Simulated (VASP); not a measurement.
Input of a VASP 6.6.1 run:

INCAR

```
  PREC = Accurate
  ENCUT = 520
  EDIFF = 1E-7
  ISMEAR = 0
  SIGMA = 0.02
  LREAL = F
  LASPH = T
  NELM = 80
  ALGO = Normal
  ISIF = 2
  LWAVE = F
  LCHARG = T
  GGA = PE
  LELF = T
  LVHAR = T
  NBANDS = 11
```

KPOINTS

```
regular mesh
0
Gamma
  8 8 8
```

File POSCAR:

```
MgS
1.0
    4.0066367900      0.0000000000      0.0000000000
    2.0033183950      3.4698492439      0.0000000000
    2.0033183950      1.1566164146      3.2714052401
S Mg
1 1
Direct
    0.2500000000      0.2500000000      0.2500000000
    0.0000000000      0.0000000000      0.0000000000
```

Potentials or basis: VASP PAW PBE potentials, release 64 (S, Mg).

Launch:

```sh
$ cat potpaw_PBE.64/S/POTCAR potpaw_PBE.64/Mg/POTCAR > POTCAR
$ mpirun -np 1 vasp_std > vasp.out
```

**Question.** What does it give for the band gap on the k mesh?

**Answer.** 3.45 eV, direct.

**Question.** Predict the pressure.

**Answer.** 0.8 GPa.

A k mesh can miss the band edges. Expect the measured gap to be larger: semilocal functionals such as PBE lack the derivative discontinuity.
